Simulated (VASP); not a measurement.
Wanted: the native input for a VASP 6.6.1 run.

* Task: single point
* Functional: PBEsol
* Potentials or basis: VASP PAW PBE potentials, release 64 (Pt)
* Cutoff: 520 eV
* k mesh: 9 × 9 × 9
* Occupations: methfessel-paxton, width 0.15 eV
* Spin: no spin polarisation
* Dipole correction: no
* Further INCAR settings: ALGO = Normal; EDIFF = 1e-06; NBANDS = 11

The structure of Pt lies in POSCAR:

```
Pt
1.0
   -1.4999215687      1.5487426670      1.5287895222
    1.5228095887     -1.5559846969      1.5589095555
    1.5200850629      1.5761481912     -1.5360315521
Pt
1
Direct
    0.0000000000      0.0000000000      0.0000000000
```

The input as run:

INCAR

```
SYSTEM = Pt
PREC = Accurate
ENCUT = 520
EDIFF = 1E-6
ISMEAR = 1
SIGMA = 0.15
LREAL = .False.
LASPH = .True.
NELM = 80
ALGO = Normal
ISIF = 2
LWAVE = .False.
LCHARG = .True.
GGA = PS
LELF = .True.
LVHAR = .True.
NBANDS = 11
```

KPOINTS

```
Automatic mesh
0
Gamma
  9 9 9
  0 0 0
```

Potentials or basis: VASP PAW PBE potentials, release 64 (Pt).

Launch:

```bash
$ cat potpaw_PBE.64/Pt/POTCAR > POTCAR
$ mpirun -np 1 vasp_std > vasp.out
```

It gave:

| Property | Result |
| --- | --- |
| Pressure | 9.8 GPa |
| Band gap on the k mesh | zero (band 5 reaches 12.37 eV, above the bottom of band 6 at 10.21 eV) |

Caveat: the PAW data sets were made with another functional, which shifts forces and pressure a little; spin-orbit coupling is left out, which moves the levels of the heavy elements.

It took 29 s on 1 thread of Intel(R) Xeon(R) Platinum 8488C (Sapphire Rapids) (shared host), peak memory 0.17 GiB.
